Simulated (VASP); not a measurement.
Input of a VASP 6.6.1 run:

The input POSCAR:

```
GaN
1.0
    3.1828303142      0.0000000001      0.0000000000
   -1.5914151572      2.7564119080      0.0000000000
    0.0000000000      0.0000000000      5.1844465580
Ga N
2 2
Direct
    0.3333333333      0.6666666667     -0.0008277438
    0.6666666667      0.3333333333      0.4991722562
    0.3333333333      0.6666666667      0.3758277438
    0.6666666667      0.3333333333      0.8758277438
```

File INCAR.step1:

```
  PREC = Accurate
  ENCUT = 910
  ISMEAR = 0
  SIGMA = 0.05
  LREAL = False
  LASPH = True
  NELM = 120
  NBANDS = 26
  GGA = PE
  ALGO = Normal
  EDIFF = 1E-5
  LWAVE = True
  LCHARG = False
  GGA_COMPAT = False
```

File INCAR.step2:

```
  PREC = Accurate
  ENCUT = 910
  EDIFF = 1E-6
  ISMEAR = 0
  SIGMA = 0.05
  LREAL = False
  LASPH = True
  NELM = 120
  ALGO = Normal
  ISIF = 2
  LWAVE = False
  LCHARG = True
  METAGGA = R2SCAN
  LMIXTAU = True
  LELF = True
  LVHAR = True
  NBANDS = 26
  ISTART = 1
  GGA_COMPAT = False
```

The input KPOINTS:

```
regular mesh
0
Gamma
  8 8 6
```

Potentials or basis: VASP PAW PBE potentials, release 64 (Ga_d, N_h).

The run is started by

```bash
$ cat potpaw_PBE.64/Ga_d/POTCAR potpaw_PBE.64/N_h/POTCAR > POTCAR
$ cp INCAR.step1 INCAR
$ mpirun -np 1 vasp_std > vasp.out
$ cp INCAR.step2 INCAR
$ mpirun -np 1 vasp_std > vasp.out
```

Problem. Estimate the pressure.

Solution. 1.0 GPa.

Problem. What does it give for the band gap on the k mesh?

Solution. 2.34 eV, direct.

Problem. What does it give for the largest force?

Solution. 0.005 eV/Å.

Forces on the atoms (eV/Å):
```
Ga   0.000  0.000 -0.005
Ga   0.000  0.000 -0.005
N    0.000  0.000  0.005
N    0.000  0.000  0.005
```

Caveat: the cutoff is under 1.25 times the usual one of these potentials, so pressure, stress and relaxed cells hold a basis-set (Pulay) error; the PAW data sets were made with another functional, which shifts forces and pressure a little.

**What was measured.**

From “Studying electronic properties in GaN without electrical contacts using γ-γ vs e−-γ Perturbed Angular Correlations”, 2019, pmc:6823545, for a bulk crystal of GaN: band gap 3.503 ± 0.005 eV (direct).

Against the measured gap of GaN, 3.503 eV (direct; quoted in “Studying electronic properties in GaN without electrical contacts using γ-γ vs e−-γ Perturbed Angular Correlations”, 2019, pmc:6823545), the calculated 2.34 eV is off by -1.16 eV. Spin-orbit coupling on Ga is left out. The value is that of r2SCAN, without temperature or zero-point motion.
